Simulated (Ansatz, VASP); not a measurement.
# Hf in VASP and in Ansatz

```xyz
2
Lattice="3.0768 0.0000 0.0000 -1.5384 2.6646 0.0000 0.0000 0.0000 5.0578" Properties=species:S:1:pos:R:3 pbc="T T T"
Hf    0.0000    1.7764    1.2645
Hf    1.5384    0.8882    3.7934
```

Change from the starting cell: strain -0.0375 x Voigt [1, 1, 0, 0, 0, 0], atoms carried along.

Alike in both runs: task single point; functional PBE; k mesh 18 × 18 × 10; occupations gaussian, width 0.15 eV; no spin polarisation.

|  | VASP | Ansatz |
| --- | --- | --- |
| version | VASP 6.6.1 | Ansatz 0.2.0 |
| potentials or method | VASP PAW PBE potentials, release 64 (Hf_pv), cutoff 520 eV | scalar-relativistic, plane waves, PAW |
| valence electrons in the cell | 20 | 52 |

```csv
,VASP,Ansatz,Ansatz less VASP
gap on the k mesh at the Fermi level (eV),none,none,-
pressure (GPa),9.8,10.2,+0.41
"traceless stress, the component that is largest in VASP (GPa)",-3.48,-3.40,+0.089
```

A gap of «none» marks a metal or a gap that the smearing closes. VASP's potentials hold 20 valence electrons a cell and Ansatz's 52, so a difference there can come from the potentials and not from the codes.

Spin-orbit coupling is off throughout.
